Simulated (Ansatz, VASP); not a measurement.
**PdF: VASP beside Ansatz**

```
CELL_PARAMETERS angstrom
2.54157 0.00000 0.00000
0.00000 2.54157 0.00000
0.00000 0.00000 2.54157
ATOMIC_POSITIONS crystal
Pd 0.00000 0.00000 0.00000
F 0.50000 0.50000 0.50000
```

Change from the starting cell: volume scaled by 0.68, LAPW.

Alike in both runs: task single point; functional PBEsol; k mesh 14 × 14 × 14; occupations fermi-dirac, width 0.05 eV; no spin polarisation.

|  | VASP | Ansatz |
| --- | --- | --- |
| version | VASP 6.6.1 | Ansatz 0.2.0 |
| potentials or method | VASP PAW PBE potentials, release 64 (Pd, F), cutoff 520 eV | all-electron LAPW, scalar-relativistic |

VASP gave:

- pressure (GPa): 132.4

Estimate Ansatz's values.

pressure (GPa): 131.1.

VASP's potentials were made for PBE, not for PBEsol. Both programs put the cell under a high pressure, so it lies far from rest at this level. Ansatz ran all-electron here, and VASP with PAW potentials.

Noted on VASP's run: the cell as given lies far from equilibrium.
